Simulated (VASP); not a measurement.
Here is a VASP 6.6.1 calculation.

The input INCAR:

```
SYSTEM = Nb
PREC = Accurate
ENCUT = 520
EDIFF = 1E-6
ISMEAR = -1
SIGMA = 0.08
LREAL = .FALSE.
LASPH = .TRUE.
NELM = 80
ALGO = Normal
ISIF = 2
LWAVE = .FALSE.
LCHARG = .TRUE.
GGA = PE
LELF = .TRUE.
LVHAR = .TRUE.
NBANDS = 12
```

File KPOINTS:

```
Automatic mesh
0
G
  15 15 14
  0 0 0
```

The input POSCAR:

```
Nb
1.0
    2.8861573878      0.0000000000      0.0000000000
   -1.4430786939      2.4994856172      0.0000000000
    0.0000000000      0.0000000000      2.7515288428
Nb
1
Direct
    0.0000000000      0.0000000000      0.0000000000
```

Potentials or basis: VASP PAW PBE potentials, release 64 (Nb_sv).

Launch:

```console
$ cat potpaw_PBE.64/Nb_sv/POTCAR > POTCAR
$ mpirun -np 1 vasp_std > vasp.out
```

(1) Estimate the pressure.

## Answers

(1) -3.5 GPa.
